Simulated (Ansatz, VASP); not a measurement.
# SiC: VASP beside Ansatz

```
CELL_PARAMETERS angstrom
3.05847 0.00000 0.00000
-1.52924 2.64872 0.00000
0.00000 0.00000 10.01232
ATOMIC_POSITIONS crystal
Si 0.00000 0.00000 0.99990
Si 0.33333 0.66667 0.24985
Si 0.66667 0.33333 0.49990
Si 0.33333 0.66667 0.74985
C 0.00000 0.00000 0.18795
C 0.33333 0.66667 0.43730
C 0.66667 0.33333 0.68795
C 0.33333 0.66667 0.93730
```

Alike in both runs: functional LDA; k mesh 8 × 8 × 2; no spin polarisation.

Ansatz relaxed the structure, and its values are those at the end. VASP's run is a single point on that final structure, the one shown.

```csv
,VASP,Ansatz
version,VASP 6.6.1,Ansatz 0.2.0
potentials or method,"VASP PAW LDA potentials, release 64 (Si, C), cutoff 520 eV","scalar-relativistic, plane waves, PAW"
occupations,"gaussian, width 0.01 eV",fixed
valence electrons in the cell,32,32
```

```csv
,VASP,Ansatz,Ansatz less VASP
gap on the k mesh at the Fermi level (eV),2.17,2.18,+0.011
least direct gap on the mesh (eV),3.30,3.31,+0.012
pressure (GPa),0.4,0.0,-0.40
```

LDA's correlation is that of Perdew and Zunger in VASP and of Perdew and Wang (1992) in Ansatz.
